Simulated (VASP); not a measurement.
# SnTe (rocksalt type) (Fm-3m) in VASP: further runs

Runs on SnTe (rocksalt type). Level: PBE. Tasks: relaxation of cell and atoms.

All numbers are computed with VASP 6.6.1; they aren't measurements. Logs are shortened: lines on timing, memory, paths and dates and some standing lists are left out, and cuts for length are marked.

## Step 1: The cell of the first run

The structure is cubic, space group Fm-3m (No. 225). The conventional cell has a = 5.467 Å, b = 5.467 Å, c = 5.467 Å, α = 90.00°, β = 90.00°, γ = 90.00°. Sn (site symmetry m-3m) has 6 Te at 2.73 Å within 3.6 Å. Te (site symmetry m-3m) has 6 Sn at 2.73 Å within 3.6 Å.

## Step 2: Relaxation of cell and atoms, PBE, target pressure 55 GPa, at which the enthalpy is minimised

Input file INCAR:

```
PREC = Accurate
ENCUT = 600
EDIFF = 1E-6
ISMEAR = -1
SIGMA = 0.08
LREAL = False
LASPH = True
NELM = 80
ALGO = Normal
ISIF = 3
LWAVE = False
LCHARG = False
GGA = PE
IBRION = 2
NSW = 32
EDIFFG = -0.005
PSTRESS = 550.0
```

Input file KPOINTS:

```
Automatic mesh
0
Gamma
  13 13 13
```

Input file POSCAR:

```
SnTe
1.0
    0.0000000000      2.7333847399      2.7333847399
    2.7333847399      0.0000000000      2.7333847399
    2.7333847399      2.7333847399      0.0000000000
Sn Te
1 1
Direct
    0.0000000000      0.0000000000      0.0000000000
    0.5000000000      0.5000000000      0.5000000000
```

Potentials or basis: VASP PAW PBE potentials, release 64 (Sn_d, Te).

Run with:

```sh
$ cat potpaw_PBE.64/Sn_d/POTCAR potpaw_PBE.64/Te/POTCAR > POTCAR
$ mpirun -np 1 vasp_std > vasp.out
```

OUTCAR:

```text
PREC = Accurate
   ENCUT = 600
   EDIFF = 1E-6
   ISMEAR = -1
   LREAL = False
   LASPH = True
   NELM = 80
   ISIF = 3
   GGA = PE
   IBRION = 2
   NSW = 32
   EDIFFG = -0.005
   PSTRESS = 550.0

 ion  position               nearest neighbor table
   1  0.000  0.000  0.000-   2 2.73   2 2.73   2 2.73   2 2.73   2 2.73   2 2.73
   2  0.500  0.500  0.500-   1 2.73   1 2.73   1 2.73   1 2.73   1 2.73   1 2.73

  LATTYP: Found a face centered cubic cell.
 ALAT       =     5.4667694798

  Lattice vectors:

 A1 = (   0.0000000000,   2.7333847399,   2.7333847399)
 A2 = (   2.7333847399,   0.0000000000,   2.7333847399)
 A3 = (   2.7333847399,   2.7333847399,   0.0000000000)

Analysis of symmetry for initial positions (statically):
=====================================================================
 Subroutine PRICEL returns:
 Original cell was already a primitive cell.

 Routine SETGRP: Setting up the symmetry group for a
 face centered cubic supercell.

 Subroutine GETGRP returns: Found 48 space group operations
 (whereof 48 operations were pure point group operations)
 out of a pool of 48 trial point group operations.

The static configuration has the point symmetry O_h .

Analysis of symmetry for dynamics (positions and initial velocities):
=====================================================================
 Subroutine PRICEL returns:
 Original cell was already a primitive cell.

 Routine SETGRP: Setting up the symmetry group for a
 face centered cubic supercell.

 Subroutine GETGRP returns: Found 48 space group operations
 (whereof 48 operations were pure point group operations)
 out of a pool of 48 trial point group operations.

The dynamic configuration has the point symmetry O_h .

 Subroutine INISYM returns: Found 48 space group operations
 (whereof 48 operations are pure point group operations),
 and found     1 'primitive' translations

----------------------------------------------------------------------------------------

                                     Primitive cell

  volume of cell :      40.8444

  direct lattice vectors                    reciprocal lattice vectors
     0.000000000  2.733384740  2.733384740    -0.182923389  0.182923389  0.182923389
     2.733384740  0.000000000  2.733384740     0.182923389 -0.182923389  0.182923389
     2.733384740  2.733384740  0.000000000     0.182923389  0.182923389 -0.182923389

[... 94 lines left out ...]
   NELECT =      20.0000    total number of electrons
   NUPDOWN=      -1.0000    fix difference up-down
   EMIN   =  10.00;   EMAX   =-10.00  energy-range for DOS
   EFERMI =   0.00;   METHOD = LEGACY
   ISMEAR =    -1;   SIGMA  =   0.08  broadening in eV -4-tet -1-fermi 0-gaus
   EFERMI_NEDOS =   21; number of points for ismear=-14 and -15
   IALGO  =     38    algorithm
   IMIX   =      4    mixing-type and parameters
     AMIX     =   0.40;   BMIX     =  1.00
     AMIX_MAG =   1.60;   BMIX_MAG =  1.00
  volume/ion in A,a.u.               =      20.42       137.82
  Fermi-wavevector in a.u.,A,eV,Ry     =   1.290350  2.438407 22.653729  1.665002
  Thomas-Fermi vector in A             =   2.422187
   LORBIT       =      0    0 simple, 1 ext, 2 COOP (PROOUT), +10 PAW based schemes
   GGA     = PE    functional components
   LHFCALC =     F    Hartree Fock is set to
   AEXX    =    0.0000 exact exchange contribution
   IVDW    =     0    specifies the selected vdW correction
   LEPSILON=     F    determine dielectric tensor
   LRPA    =     F    only Hartree local field effects (RPA)
 conjugate gradient relaxation of ions
 non-spin polarized calculation
  energy-cutoff  :      600.00
  volume of cell :       40.84
 maximum number of plane-waves:      1381
   NGX = 15   NGY = 15   NGZ = 15

--------------------------------------- Ionic step        1  -------------------------------------------

 number of electron      20.0000003 magnetization

 Free energy of the ion-electron system (eV)
  ---------------------------------------------------
  ext. energy  EPLUGINS =         0.00000000
  ---------------------------------------------------
  free energy    TOTEN  =        -4.77166648 eV

  energy without entropy =       -4.75714299  energy(sigma->0) =       -4.76440473

------------------------ aborting loop because EDIFF is reached ----------------------------------------

  FORCE on cell =-STRESS in cart. coord.  units (eV):
  Direction    XX          YY          ZZ          XY          YZ          ZX
  --------------------------------------------------------------------------------------
  -------------------------------------------------------------------------------------
  Total       14.0533677     14.0533677     14.0533677      0.0000000      0.0000000      0.0000000
  in kB      551.2628167    551.2628167    551.2628167      0.0000000      0.0000000      0.0000000
  external PRESSURE =       1.2628167 kB  Pullay stress =     550.0000000 kB
[... 63 lines left out ...]
--------------------------------------- Ionic step        3  -------------------------------------------

 number of electron      20.0000003 magnetization

 Free energy of the ion-electron system (eV)
  ---------------------------------------------------
  ext. energy  EPLUGINS =         0.00000000
  ---------------------------------------------------
  free energy    TOTEN  =        -4.77784112 eV

  energy without entropy =       -4.76330240  energy(sigma->0) =       -4.77057176

 E-fermi :  13.4853     XC(G=0): -11.5391

 val. band max:       13.4788771262   @ k =   0.2308   0.0000   0.0000
 cond. band min:      13.5140920639   @ k =   0.2308   0.1538   0.0769
 fundamental gap:      0.0352149377
 Fermi energy:        13.4852971467

 k-point     1 :       0.0000    0.0000    0.0000
  band No.  band energies     occupation
      1      -9.0832      2.00000
      2      -9.0832      2.00000
      3      -9.0365      2.00000
      4      -9.0365      2.00000
      5      -9.0365      2.00000
      6      -3.3517      2.00000
      7      10.1007      2.00000
      8      10.1007      2.00000
      9      10.1007      2.00000
     10      11.3987      2.00000
     11      17.3985      0.00000
     12      17.3985      0.00000
     13      17.3985      0.00000
     14      17.6869      0.00000
[... 377 lines left out ...]
      1      -9.1527      2.00000
      2      -9.1079      2.00000
      3      -9.0358      2.00000
      4      -9.0056      2.00000
      5      -8.9940      2.00000
      6      -0.8565      2.00000
      7       3.0121      2.00000
      8       8.7492      2.00000
      9       9.1784      2.00000
     10      11.2352      2.00000
     11      15.2476      0.00000
     12      15.3960      0.00000
     13      17.4237      0.00000
     14      18.3254      0.00000

 [... further k-points ...]
[... 5 lines left out ...]
  --------------------------------------------------------------------------------------
  -------------------------------------------------------------------------------------
  Total       14.0361782     14.0361782     14.0361782     -0.0000000     -0.0000000      0.0000000
  in kB      550.3463602    550.3463602    550.3463602     -0.0000000     -0.0000000      0.0000000
  external PRESSURE =       0.3463602 kB  Pullay stress =     550.0000000 kB
[... 21 lines left out ...]
  energy  without entropy=       -4.7633024020  energy(sigma->0) =       -4.77057176

  enthalpy is  TOTEN    =         9.2495034309 eV   P V=       14.0273445538

 reached required accuracy - stopping structural energy minimisation
```

OSZICAR:

```text
N       E                     dE             d eps       ncg     rms          rms(c)
DAV:   1     0.140716509024E+03    0.14072E+03   -0.10939E+04  2370   0.211E+03
[... 19 lines left out ...]
   2 F= 0.92496167E+01 E0= 0.92569167E+01  d E =0.108515E-03
       N       E                     dE             d eps       ncg     rms          rms(c)
DAV:   1    -0.477840754195E+01    0.25840E-01   -0.12208E-02  3078   0.224E+00    0.152E-01
DAV:   2    -0.477795506976E+01    0.45247E-03   -0.76603E-04  2958   0.624E-01    0.625E-02
DAV:   3    -0.477784269744E+01    0.11237E-03   -0.26065E-04  2948   0.331E-01    0.111E-02
DAV:   4    -0.477784077782E+01    0.19196E-05   -0.14610E-05  2946   0.361E-02    0.110E-02
DAV:   5    -0.477784112281E+01   -0.34498E-06   -0.42704E-07  1374   0.855E-03
   3 F= 0.92495034E+01 E0= 0.92567728E+01  d E =-.474967E-05
```

Run time: 2.2 min. Hardware: 1 thread of Intel Xeon 8259CL, shared host; peak memory 0.22 GiB.

Results:

```yaml
Free_energy: -4.7778 eV
Relaxed_volume: 20.43 Å³/atom
Relaxed_cell: a = 3.866 Å, b = 3.866 Å, c = 3.866 Å, α = 60.00°, β = 60.00°, γ = 60.00°
Space_group_after_relaxing_to_0.1_Å: Fm-3m (No. 225)
Energy_change_on_relaxing_the_run_minimises_the_enthalpy: -3.1 meV/atom
Ionic_steps: 3
Pressure_after_relaxing: 55.0 GPa
```

Step by step:
```
step  energy change (eV)  largest force (eV/Å)  pressure (GPa)  volume (Å³)
   1              0.0000                0.0000           55.13        40.84
   2             -0.0326                0.0000           54.54        40.94
   3             -0.0062                0.0000           55.03        40.86
```

Final structure:
```cif
data_structure
_symmetry_space_group_name_H-M 'P 1'
_symmetry_Int_Tables_number 1
_cell_length_a 3.8662
_cell_length_b 3.8662
_cell_length_c 3.8662
_cell_angle_alpha 60.000
_cell_angle_beta 60.000
_cell_angle_gamma 60.000
_cell_volume 40.86
loop_
_atom_site_label
_atom_site_type_symbol
_atom_site_fract_x
_atom_site_fract_y
_atom_site_fract_z
_atom_site_occupancy
Sn1 Sn 0.00000 0.00000 0.00000 1
Te1 Te 0.50000 0.50000 0.50000 1
```

Levels at points of the mesh, in eV from the Fermi level:
```
           k point  band 7  band 8  band 9  band 10  band 11  band 12  band 13  band 14
(0.00, 0.00, 0.00)   -3.38   -3.38   -3.38    -2.09     3.91     3.91     3.91     4.20
```

Caveat: this odd mesh misses L, so gap, dielectric constants and Born charges aren't listed; the cell is relaxed towards a set pressure, so the run minimises the enthalpy, not the energy; spin-orbit coupling is left out, which moves the levels of the heavy elements.

## Step 3: Relaxation of cell and atoms, PBE

This run uses another cell than the first one, of 24.18 Å³/atom.

Input file INCAR:

```
PREC = Accurate ; ENCUT = 600
EDIFF = 1E-7 ; ISMEAR = -1
SIGMA = 0.08 ; LREAL = False
LASPH = True ; NELM = 80
ALGO = Normal ; ISIF = 3
LWAVE = False ; LCHARG = False
GGA = PE ; IBRION = 2
NSW = 60 ; EDIFFG = -0.005
```

Input file KPOINTS:

```
Automatic mesh
0
Gamma
  12 12 12
```

Input file POSCAR:

```
SnTe
1.0
    0.0000000000      2.8916353749      2.8916353749
    2.8916353749      0.0000000000      2.8916353749
    2.8916353749      2.8916353749      0.0000000000
Sn Te
1 1
Direct
    0.0000000000      0.0000000000      0.0000000000
    0.5000000000      0.5000000000      0.5000000000
```

Potentials or basis: VASP PAW PBE potentials, release 64 (Sn_d, Te).

Run with:

```sh
$ cat potpaw_PBE.64/Sn_d/POTCAR potpaw_PBE.64/Te/POTCAR > POTCAR
$ mpirun -np 1 vasp_std > vasp.out
```

Wall time 7.8 min (1 thread of Intel Xeon 8259CL, shared host); peak memory 0.26 GiB.

It converged, with:

```
Free energy                           : -7.5631 eV
Relaxed volume                        : 32.89 Å³/atom
Relaxed cell                          : a = 4.531 Å, b = 4.531 Å, c = 4.531 Å, α = 60.00°, β = 60.00°, γ = 60.00°
Space group after relaxing (to 0.1 Å) : Fm-3m (No. 225)
Energy gained by relaxing             : 505.9 meV/atom
Ionic steps                           : 5
Pressure after relaxing               : 0.0 GPa
Band gap on the k mesh                : 0.05 eV
```

Step by step:
```csv
step,energy change (eV),largest force (eV/Å),pressure (GPa),volume (Å³)
1,0.0000,0.0000,24.46,48.36
2,-0.7696,0.0000,-4.96,79.06
3,-1.0117,0.0000,0.13,65.59
4,-1.0117,0.0000,-0.11,65.97
5,-1.0117,0.0000,0.01,65.78
```

Final structure:
```cif
data_structure
_symmetry_space_group_name_H-M 'P 1'
_symmetry_Int_Tables_number 1
_cell_length_a 4.5311
_cell_length_b 4.5311
_cell_length_c 4.5311
_cell_angle_alpha 60.000
_cell_angle_beta 60.000
_cell_angle_gamma 60.000
_cell_volume 65.78
loop_
_atom_site_label
_atom_site_type_symbol
_atom_site_fract_x
_atom_site_fract_y
_atom_site_fract_z
_atom_site_occupancy
Sn1 Sn 0.00000 0.00000 0.00000 1
Te1 Te 0.50000 0.50000 0.50000 1
```

Levels at points of the mesh, in eV from the valence-band top:
```csv
k point,band 6,band 7,band 8,band 9,band 10,band 11,band 12,band 13,band 14
"(0.00, 0.00, 0.00)",-12.44,-4.86,-2.00,-2.00,-2.00,3.25,3.25,3.25,4.85
"(0.50, 0.00, 0.00)",-11.28,-8.07,-1.68,-1.68,0.00,0.05,0.45,0.45,7.67
"(0.50, 0.50, 0.00)",-11.02,-6.43,-5.22,-3.50,-3.50,2.38,4.69,4.69,6.02
```

Caveat: the volume moved by over 15 % at a fixed basis, so the end points are rough; semilocal functionals underestimate gaps, and a narrow one can read as zero; spin-orbit coupling is left out, which moves the levels of the heavy elements. A k mesh can miss the band edges.
